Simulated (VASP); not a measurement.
# Ti (P6_3/mmc) in VASP: a series of runs

Ti is run at these levels: PBEsol; tasks: single point, relaxation of cell and atoms.

Program: VASP 6.6.1. These are calculated values, not measurements. Logs are shortened: lines on timing, memory, paths and dates and some standing lists are left out, and cuts for length are marked.

### 1 The cell of the first run

It takes space group P6_3/mmc (No. 194, hexagonal). Conventional cell: a = 2.903 Å, b = 2.903 Å, c = 4.588 Å, α = 90.00°, β = 90.00°, γ = 120.00°. Within 3.7 Å of Ti (site symmetry -6m2) lie 12 Ti at 2.84 to 2.90 Å.

### 2 Single point, PBEsol

INCAR

```
PREC = Accurate
ENCUT = 520
EDIFF = 1E-6
ISMEAR = -1
SIGMA = 0.02
LREAL = F
LASPH = T
NELM = 80
ALGO = Normal
ISIF = 2
LWAVE = F
LCHARG = T
GGA = PS
LELF = T
LVHAR = T
NBANDS = 19
```

KPOINTS

```
regular mesh
0
Gamma
  8 8 5
```

POSCAR

```
Ti
1.0
    2.9030507492      0.0000000000      0.0000000000
   -1.4515253746      2.5141156973      0.0000000000
    0.0000000000      0.0000000000      4.5876884988
Ti
2
Direct
    0.3333333333      0.6666666667      0.2500000000
    0.6666666667      0.3333333333      0.7500000000
```

Potentials or basis: VASP PAW PBE potentials, release 64 (Ti_sv).

The run is started by

```
$ cat potpaw_PBE.64/Ti_sv/POTCAR > POTCAR
$ mpirun -np 1 vasp_std > vasp.out
```

OUTCAR:

```text
PREC = Accurate
   ENCUT = 520
   EDIFF = 1E-6
   ISMEAR = -1
   LREAL = F
   LASPH = T
   NELM = 80
   ISIF = 2
   GGA = PS

 ion  position               nearest neighbor table
   1  0.333  0.667  0.250-   2 2.84   2 2.84   2 2.84   2 2.84   2 2.84   2 2.84
   2  0.667  0.333  0.750-   1 2.84   1 2.84   1 2.84   1 2.84   1 2.84   1 2.84

  LATTYP: Found a hexagonal cell.
 ALAT       =     2.9030507492
 C/A-ratio  =     1.5802991043

  Lattice vectors:

 A1 = (   2.9030507492,   0.0000000000,   0.0000000000)
 A2 = (  -1.4515253746,   2.5141156973,   0.0000000000)
 A3 = (   0.0000000000,   0.0000000000,   4.5876884988)

Analysis of symmetry for initial positions (statically):
=====================================================================
 Subroutine PRICEL returns:
 Original cell was already a primitive cell.

 Routine SETGRP: Setting up the symmetry group for a
 hexagonal supercell.

 Subroutine GETGRP returns: Found 24 space group operations
 (whereof 12 operations were pure point group operations)
 out of a pool of 24 trial point group operations.

The static configuration has the point symmetry D_3d.
 The point group associated with its full space group is D_6h.

Analysis of symmetry for dynamics (positions and initial velocities):
=====================================================================
 Subroutine PRICEL returns:
 Original cell was already a primitive cell.

 Routine SETGRP: Setting up the symmetry group for a
 hexagonal supercell.

 Subroutine GETGRP returns: Found 24 space group operations
 (whereof 12 operations were pure point group operations)
 out of a pool of 24 trial point group operations.

The dynamic configuration has the point symmetry D_3d.
 The point group associated with its full space group is D_6h.

 Subroutine INISYM returns: Found 24 space group operations
 (whereof 12 operations are pure point group operations),
 and found     1 'primitive' translations

----------------------------------------------------------------------------------------

                                     Primitive cell

  volume of cell :      33.4837

  direct lattice vectors                    reciprocal lattice vectors
     2.903050749  0.000000000  0.000000000     0.344465215  0.198877085  0.000000000
    -1.451525375  2.514115697  0.000000000     0.000000000  0.397754169  0.000000000
     0.000000000  0.000000000  4.587688499     0.000000000  0.000000000  0.217974695

  length of vectors
     2.903050749  2.903050749  4.587688499     0.397754169  0.397754169  0.217974695

  position of ions in fractional coordinates (direct lattice)
     0.333333333  0.666666667  0.250000000
     0.666666667  0.333333333  0.750000000

  ion indices of the primitive-cell ions
   primitive index   ion index
                 1           1
                 2           2

----------------------------------------------------------------------------------------

 KPOINTS: regular mesh

Automatic generation of k-mesh.
 Grid dimensions read from file:
 generate k-points for:    8    8    5

 Generating k-lattice:

  Cartesian coordinates                     Fractional coordinates (reciprocal lattice)
     0.043058152  0.024859636  0.000000000     0.125000000  0.000000000  0.000000000
     0.000000000  0.049719271  0.000000000     0.000000000  0.125000000  0.000000000
     0.000000000  0.000000000  0.043594939     0.000000000  0.000000000  0.200000000

  Length of vectors
     0.049719271  0.049719271  0.043594939

  Shift w.r.t. Gamma in fractional coordinates (k-lattice)
     0.000000000  0.000000000  0.000000000

 Subroutine IBZKPT returns following result:
 ===========================================

 Found     30 irreducible k-points:

 Following reciprocal coordinates:
            Coordinates               Weight
  0.000000  0.000000  0.000000      1.000000
  0.125000  0.000000  0.000000      6.000000
  0.250000  0.000000  0.000000      6.000000
  0.375000  0.000000  0.000000      6.000000
  0.500000  0.000000  0.000000      3.000000
  0.125000  0.125000  0.000000      6.000000
[... 16 lines left out ...]
  0.250000  0.000000  0.400000     12.000000
  0.375000  0.000000  0.400000     12.000000
 [... further k-points ...]
   k-points           NKPTS =     30   k-points in BZ     NKDIM =     30   number of bands    NBANDS=     19
   number of dos      NEDOS =    301   number of ions     NIONS =      2
   total plane-waves  NPLWV =  20736
   dimension x,y,z NGX =    24 NGY =   24 NGZ =   36
   dimension x,y,z NGXF=    48 NGYF=   48 NGZF=   72
   ions per type =               2
   NGX,Y,Z   is equivalent  to a cutoff of  13.74, 13.74, 13.05 a.u.
   NGXF,Y,Z  is equivalent  to a cutoff of  27.49, 27.49, 26.09 a.u.
 SYSTEM =  unknown system
   PREC   = accura    normal or accurate (medium, high low for compatibility)
   ISTART =      0    job   : 0-new  1-cont  2-samecut
   ICHARG =      2    charge: 1-file 2-atom 10-const
   ISPIN  =      1    spin polarized calculation?
   LNONCOLLINEAR =      F non collinear calculations
   LSORBIT =      F    spin-orbit coupling
   LASPH  =      T    aspherical Exc in radial PAW
   ENCUT  =  520.0 eV  38.22 Ry    6.18 a.u.   5.40  5.40  8.53*2*pi/ulx,y,z
   NELM   =     80;   NELMIN=  2; NELMDL= -5     # of ELM steps
   EDIFF  = 0.1E-05   stopping-criterion for ELM
   LREAL  =      F    real-space projection
   EDIFFG = 0.1E-04   stopping-criterion for IOM
   NSW    =      0    number of steps for IOM
   IBRION =     -1    ionic relax: 0-MD 1-quasi-New 2-CG
   NFREE  =      0    steps in history (QN), initial steepest desc. (CG)
   ISIF   =      2    stress and relaxation
   ISYM   =      2    0-nonsym 1-usesym 2-fastsym
   POTIM  = 0.5000    time-step for ionic-motion
   TEBEG  =    0.0;   TEEND  =   0.0 temperature during run
   PSTRESS=    0.0 pullay stress
   NELECT =      24.0000    total number of electrons
   NUPDOWN=      -1.0000    fix difference up-down
   EMIN   =  10.00;   EMAX   =-10.00  energy-range for DOS
   EFERMI =   0.00;   METHOD = LEGACY
   ISMEAR =    -1;   SIGMA  =   0.02  broadening in eV -4-tet -1-fermi 0-gaus
   EFERMI_NEDOS =   21; number of points for ismear=-14 and -15
   IALGO  =     38    algorithm
   IMIX   =      4    mixing-type and parameters
     AMIX     =   0.40;   BMIX     =  1.00
     AMIX_MAG =   1.60;   BMIX_MAG =  1.00
  volume/ion in A,a.u.               =      16.74       112.98
  Fermi-wavevector in a.u.,A,eV,Ry     =   1.465100  2.768638 29.205156  2.146518
  Thomas-Fermi vector in A             =   2.580997
   LORBIT       =      0    0 simple, 1 ext, 2 COOP (PROOUT), +10 PAW based schemes
   GGA     = PS    functional components
   LHFCALC =     F    Hartree Fock is set to
   AEXX    =    0.0000 exact exchange contribution
   IVDW    =     0    specifies the selected vdW correction
   LEPSILON=     F    determine dielectric tensor
   LRPA    =     F    only Hartree local field effects (RPA)
 non-spin polarized calculation
  energy-cutoff  :      520.00
  volume of cell :       33.48
 maximum number of plane-waves:       929
 NGX is ok and might be reduce to    24
   NGX = 11   NGY = 11   NGZ = 17

 number of electron      23.9999998 magnetization

 Free energy of the ion-electron system (eV)
  ---------------------------------------------------
  ext. energy  EPLUGINS =         0.00000000
  ---------------------------------------------------
  free energy    TOTEN  =       -16.68164401 eV

  energy without entropy =      -16.67882157  energy(sigma->0) =      -16.68023279

 E-fermi :   8.6550     XC(G=0): -11.8127

 val. band max:        8.5976094361   @ k =   0.0000   0.0000   0.4000
 cond. band min:       8.6686121917   @ k =   0.2500   0.2500   0.4000
 fundamental gap:      0.0710027556
 Fermi energy:         8.6549754376

 k-point     1 :       0.0000    0.0000    0.0000
  band No.  band energies     occupation
      1     -47.9756      2.00000
      2     -47.8123      2.00000
      3     -24.7192      2.00000
      4     -23.9810      2.00000
      5     -23.9810      2.00000
      6     -23.9073      2.00000
[... 11 lines left out ...]
     18      10.2645      0.00000
     19      11.8940      0.00000

 k-point     2 :       0.1250    0.0000    0.0000
  band No.  band energies     occupation
      1     -47.9579      2.00000
      2     -47.8056      2.00000
      3     -24.6806      2.00000
      4     -24.0586      2.00000
      5     -24.0067      2.00000
      6     -23.9458      2.00000
[... 11 lines left out ...]
     18      10.2056      0.00000
     19      12.0174      0.00000

 k-point     3 :       0.2500    0.0000    0.0000
  band No.  band energies     occupation
      1     -47.9130      2.00000
      2     -47.7914      2.00000
      3     -24.5773      2.00000
      4     -24.2484      2.00000
      5     -24.1309      2.00000
      6     -24.0653      2.00000
[... 11 lines left out ...]
     18      10.9558      0.00000
     19      12.2059      0.00000

 k-point     4 :       0.3750    0.0000    0.0000
  band No.  band energies     occupation
      1     -47.8623      2.00000
      2     -47.7827      2.00000
      3     -24.4458      2.00000
      4     -24.4401      2.00000
      5     -24.3061      2.00000
      6     -24.1208      2.00000
[... 11 lines left out ...]
     18      11.8561      0.00000
     19      12.3164      0.00000

 k-point     5 :       0.5000    0.0000    0.0000
  band No.  band energies     occupation
      1     -47.8367      2.00000
      2     -47.7837      2.00000
      3     -24.5195      2.00000
      4     -24.3765      2.00000
      5     -24.3686      2.00000
      6     -24.1431      2.00000
[... 11 lines left out ...]
     18      12.3529      0.00000
     19      13.1875      0.00000
[... 334 lines left out ...]
      2     -47.8693      2.00000
      3     -24.4467      2.00000
      4     -24.1962      2.00000
      5     -23.9413      2.00000
      6     -23.9413      2.00000
[... 11 lines left out ...]
     18      11.2494      0.00000
     19      11.7363      0.00000

 k-point    22 :       0.1250    0.0000    0.4000
  band No.  band energies     occupation
      1     -47.9058      2.00000
      2     -47.8587      2.00000
      3     -24.4442      2.00000
      4     -24.2258      2.00000
      5     -24.0006      2.00000
      6     -23.9617      2.00000
[... 11 lines left out ...]
     18      11.3013      0.00000
     19      11.7346      0.00000

 k-point    23 :       0.2500    0.0000    0.4000
  band No.  band energies     occupation
      1     -47.8713      2.00000
      2     -47.8337      2.00000
      3     -24.4689      2.00000
      4     -24.3421      2.00000
      5     -24.1068      2.00000
      6     -24.0175      2.00000
[... 11 lines left out ...]
     18      11.5346      0.00000
     19      11.7683      0.00000

 k-point    24 :       0.3750    0.0000    0.4000
  band No.  band energies     occupation
      1     -47.8349      2.00000
      2     -47.8103      2.00000
      3     -24.5583      2.00000
      4     -24.4938      2.00000
      5     -24.1402      2.00000
      6     -24.0565      2.00000
[... 11 lines left out ...]
     18      11.9559      0.00000
     19      12.0385      0.00000

 [... further k-points ...]
[... 5 lines left out ...]
  --------------------------------------------------------------------------------------
  -------------------------------------------------------------------------------------
  Total       -0.0518779     -0.0518779     -0.0546566      0.0000000      0.0000000      0.0000000
  in kB       -2.4823268     -2.4823268     -2.6152849      0.0000000      0.0000000      0.0000000
  external PRESSURE =      -2.5266462 kB  Pullay stress =       0.0000000 kB

 VOLUME and BASIS-vectors are now :
 -----------------------------------------------------------------------------
  energy-cutoff  :      520.00
  volume of cell :       33.48
      direct lattice vectors                 reciprocal lattice vectors
     2.903050749  0.000000000  0.000000000     0.344465215  0.198877085  0.000000000
    -1.451525375  2.514115697  0.000000000     0.000000000  0.397754169  0.000000000
     0.000000000  0.000000000  4.587688499     0.000000000  0.000000000  0.217974695

 POSITION                                       TOTAL-FORCE (eV/Angst)
 -----------------------------------------------------------------------------------
     -0.00000      1.67608      1.14692         0.000000     -0.000000      0.000000
      1.45153      0.83804      3.44077        -0.000000      0.000000      0.000000
 -----------------------------------------------------------------------------------
    total drift:                               -0.000000      0.000000     -0.000000

  FREE ENERGIE OF THE ION-ELECTRON SYSTEM (eV)
  ---------------------------------------------------
  free  energy   TOTEN  =       -16.6816440081 eV

  energy  without entropy=      -16.6788215748  energy(sigma->0) =      -16.68023279
```

Wall time 14 s (1 thread of Intel Xeon Platinum 8259CL at 2.50GHz (Skylake/Cascade Lake), shared host); peak memory 0.16 GiB.

Results:

```
Free energy            : -16.6816 eV
Pressure               : -0.3 GPa
Band gap on the k mesh : zero (band 12 reaches 9.39 eV, above the bottom of band 13 at 8.40 eV)
```

Levels at points of the mesh, in eV from the Fermi level:
| k point | band 8 | band 9 | band 10 | band 11 | band 12 | band 13 | band 14 | band 15 | band 16 | band 17 |
| --- | --- | --- | --- | --- | --- | --- | --- | --- | --- | --- |
| (0.00, 0.00, 0.00) | -32.52 | -6.35 | -2.84 | 0.73 | 0.73 | 0.85 | 0.87 | 1.27 | 1.27 | 1.61 |
| (0.50, 0.00, 0.00) | -32.60 | -2.45 | -2.33 | -2.00 | -0.64 | 0.40 | 0.61 | 1.18 | 3.45 | 3.69 |

Caveat: the PAW data sets were made with another functional, which shifts forces and pressure a little.

### 3 Relaxation of cell and atoms, PBEsol

This run uses another cell than the first one, of 17.64 Å³/atom, 1.053 times its volume.

INCAR

```
  PREC = Accurate
  ENCUT = 600
  EDIFF = 1E-6
  ISMEAR = -1
  SIGMA = 0.02
  LREAL = False
  LASPH = True
  NELM = 60
  ALGO = Normal
  ISIF = 3
  LWAVE = False
  LCHARG = False
  GGA = PS
  IBRION = 2
  NSW = 80
  EDIFFG = -0.02
```

KPOINTS

```
Automatic mesh
0
Gamma
  8 8 5
```

POSCAR

```
Ti
1.0
    2.9500000000      0.0000000000      0.0000000000
   -1.4750000000      2.5547750000      0.0000000000
    0.0000000000      0.0000000000      4.6800000000
Ti
2
Direct
    0.3333333333      0.6666666667      0.2500000000
    0.6666666667      0.3333333333      0.7500000000
```

Potentials or basis: VASP PAW PBE potentials, release 64 (Ti_sv).

The run is started by

```
$ cat potpaw_PBE.64/Ti_sv/POTCAR > POTCAR
$ mpirun -np 1 vasp_std > vasp.out
```

Wall time 52 s (1 thread of Intel Xeon Platinum 8259CL at 2.50GHz (Skylake/Cascade Lake), shared host); peak memory 0.17 GiB.

The run converged. Its results:

| Item | Value |
| --- | --- |
| Free energy | -16.6821 eV |
| Relaxed volume | 16.71 Å³/atom |
| Relaxed cell | a = 2.900 Å, b = 2.900 Å, c = 4.587 Å, α = 90.00°, β = 90.00°, γ = 120.00° |
| Space group after relaxing (to 0.05 Å) | P6_3/mmc (No. 194) |
| Energy gained by relaxing | 18.0 meV/atom |
| Ionic steps | 5 |
| Pressure after relaxing | 0.0 GPa |
| Band gap on the k mesh | zero (band 12 reaches 9.41 eV, above the bottom of band 13 at 8.42 eV) |

Stress tensor (GPa, compression positive):
```
 0.03  0.00  0.00
 0.00  0.03  0.00
 0.00  0.00 -0.09
```

Step by step:
```tsv
step	energy change (eV)	largest force (eV/Å)	pressure (GPa)	volume (Å³)
1	0.0000	0.0000	-5.87	35.27
2	-0.0151	0.0000	5.20	32.07
3	-0.0360	0.0000	0.00	33.40
4	-0.0360	0.0000	0.10	33.37
5	-0.0361	0.0000	-0.01	33.42
```

Final structure:
```
Ti
1.0
     2.90033    0.00000    0.00000
    -1.45016    2.51176    0.00000
     0.00000    0.00000    4.58702
Ti
2
Direct
  0.33333 0.66667 0.25000
  0.66667 0.33333 0.75000
```

Levels at points of the mesh, in eV from the Fermi level:
| k point | band 9 | band 10 | band 11 | band 12 | band 13 | band 14 | band 15 | band 16 |
| --- | --- | --- | --- | --- | --- | --- | --- | --- |
| (0.00, 0.00, 0.00) | -6.36 | -2.85 | 0.74 | 0.74 | 0.85 | 0.87 | 1.27 | 1.27 |
| (0.50, 0.00, 0.00) | -2.46 | -2.33 | -2.01 | -0.64 | 0.41 | 0.60 | 1.18 | 3.46 |

Caveat: the PAW data sets were made with another functional, which shifts forces and pressure a little.
